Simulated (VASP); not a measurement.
Set up this calculation in VASP 6.6.1, as the native input.

```
Task                   : electric field gradients
Functional             : LDA
Potentials or basis    : VASP PAW LDA potentials, release 64 (Li_sv, Pt)
Cutoff                 : 520 eV
k mesh                 : 9 × 9 × 12
Occupations            : fermi-dirac, width 0.03 eV
Spin                   : no spin polarisation
Dipole correction      : no
Further INCAR settings : ALGO = Normal; EDIFF = 1e-08; NBANDS = 15
```

The structure of Li2Pt lies in POSCAR:

```
Li2Pt
1.0
    4.2410842377      0.0000000000      0.0000000000
   -2.1205421188      3.6728866895      0.0000000000
    0.0000000000      0.0000000000      2.6960171736
Li Pt
2 1
Direct
    0.3333333333      0.6666666667      0.5000000000
    0.6666666667      0.3333333333      0.5000000000
    0.0000000000      0.0000000000      0.0000000000
```

This cell differs from its parent crystal: volume scaled by 1.04.

One way to write it, as run:

INCAR

```
  PREC = Accurate
  ENCUT = 520
  EDIFF = 1E-8
  ISMEAR = -1
  SIGMA = 0.03
  LREAL = F
  LASPH = T
  NELM = 60
  ALGO = Normal
  ISIF = 2
  LWAVE = F
  LCHARG = F
  GGA = CA
  LEFG = T
  NBANDS = 15
```

KPOINTS

```
regular mesh
0
Gamma
  9 9 12
```

Potentials or basis: VASP PAW LDA potentials, release 64 (Li_sv, Pt).

The run is started by

```bash
$ cat potpaw_LDA.64/Li_sv/POTCAR potpaw_LDA.64/Pt/POTCAR > POTCAR
$ mpirun -np 1 vasp_std > vasp.out
```

Results of the run:

```json
{"Band gap on the k mesh": "zero (band 8 reaches 5.88 eV, above the bottom of band 9 at 4.03 eV)"}
```

Caveat: without QUAD_EFG the Cq values of the log hold for a quadrupole moment of 1 mb, not for the nuclei; spin-orbit coupling is left out, which moves the levels of the heavy elements.

It took 13 s on 1 thread of Intel(R) Xeon(R) 6975P-C (Granite Rapids), with other jobs on the host, peak memory 0.17 GiB.
